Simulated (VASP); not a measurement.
A run of VASP 6.6.1 is set up as follows.

File INCAR:

```
PREC = Accurate ; ENCUT = 600
EDIFF = 1E-6 ; ISMEAR = 0
SIGMA = 0.1 ; LREAL = False
LASPH = True ; NELM = 60
ALGO = Fast ; ISIF = 4
LWAVE = False ; LCHARG = False
GGA = PS ; IBRION = 2
NSW = 50 ; EDIFFG = -0.01
```

KPOINTS

```
regular mesh
0
Gamma
  18 18 4
```

The input POSCAR:

```
Ag
1.0
    2.7821032249      0.0000000000      0.0000000000
   -1.3910516124      2.4093720687      0.0000000000
    0.0000000000      0.0000000000      9.0490656342
Ag
4
Direct
    0.3333333333      0.6666666667      0.2500000000
    0.6666666667      0.3333333333      0.7500000000
    0.0000000000      0.0000000000      0.0000000000
    0.0000000000      0.0000000000      0.5000000000
```

Potentials or basis: VASP PAW PBE potentials, release 64 (Ag).

Run with:

```console
$ cat potpaw_PBE.64/Ag/POTCAR > POTCAR
$ mpirun -np 1 vasp_std > vasp.out
```

**Question.** Predict the band gap on the k mesh.

**Answer.** Zero (bands 22 and 23 overlap by 6.81 eV).

Final structure:
```cif
data_structure
_symmetry_space_group_name_H-M 'P 1'
_symmetry_Int_Tables_number 1
_cell_length_a 2.7821
_cell_length_b 2.7821
_cell_length_c 9.0491
_cell_angle_alpha 90.000
_cell_angle_beta 90.000
_cell_angle_gamma 120.000
_cell_volume 60.66
loop_
_atom_site_label
_atom_site_type_symbol
_atom_site_fract_x
_atom_site_fract_y
_atom_site_fract_z
_atom_site_occupancy
Ag1 Ag 0.33333 0.66667 0.25000 1
Ag2 Ag 0.66667 0.33333 0.75000 1
Ag3 Ag 0.00000 0.00000 0.00000 1
Ag4 Ag 0.00000 0.00000 0.50000 1
```
